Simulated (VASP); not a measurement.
Crystal: Lu.

```
Lu
1.0
     3.38239    0.00000    0.00000
    -1.69120    2.92924    0.00000
     0.00000    0.00000    5.25241
Lu
2
Direct
  0.33333 0.66667 0.25000
  0.66667 0.33333 0.75000
```

Base run:

* Program: VASP 6.6.1
* Functional: LDA
* Potentials or basis: VASP PAW PBE potentials, release 64 (Lu)
* Cutoff: 520 eV
* k mesh: 11 × 11 × 6
* Occupations: gaussian, width 0.3 eV
* Spin: no spin polarisation

Its results: band gap on the k mesh zero (band 25 reaches 3.62 eV, above the bottom of band 26 at 1.71 eV); pressure 0.3 GPa.

Question: The run is repeated on the same cell with these changes: occupations from gaussian, width 0.3 eV to fermi-dirac, width 0.3 eV. What comes out?

Answer: Band gap on the k mesh zero (band 25 reaches 3.62 eV, above the bottom of band 26 at 1.71 eV); pressure 1.0 GPa.

Caveats: the PAW data sets were made with another functional, which shifts forces and pressure a little; spin-orbit coupling is left out, which moves the levels of the heavy elements.
